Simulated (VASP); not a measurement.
FeSi2:

```xyz
3
Lattice="2.5043 0.0000 0.0000 0.0000 2.5043 0.0000 0.0000 0.0000 4.8954" Properties=species:S:1:pos:R:3 pbc="T T T"
Fe    0.0000    0.0000    0.0000
Si    1.2522    1.2522    1.3553
Si    1.2522    1.2522    3.5401
```

Base run:

- Program: VASP 6.6.1
- Functional: PBEsol
- Potentials or basis: VASP PAW PBE potentials, release 64 (Fe_sv, Si)
- Cutoff: 600 eV
- k mesh: 16 × 16 × 10
- Occupations: gaussian, width 0.1 eV
- Spin: no spin polarisation

Its results: band gap on the k mesh zero (band 12 reaches 15.30 eV, above the bottom of band 13 at 14.48 eV); pressure 48.7 GPa; largest force 0.031 eV/Å.

Problem. The run is repeated on the same cell with these changes: potentials or basis from VASP PAW PBE potentials, release 64 (Fe_sv, Si) to VASP PAW PBE potentials, release 64 (Fe, Si); cutoff from 600 eV to 520 eV; further incar settings from ALGO = Normal; EDIFF = 1e-06; NBANDS = 19 to ALGO = Normal; EDIFF = 1e-06; NBANDS = 15; valence electrons from 24 to 16. What comes out?

Solution. Band gap on the k mesh zero (band 8 reaches 13.01 eV, above the bottom of band 9 at 12.19 eV); pressure 51.2 GPa; largest force 0.051 eV/Å.

Caveats: the PAW data sets were made with another functional, which shifts forces and pressure a little.
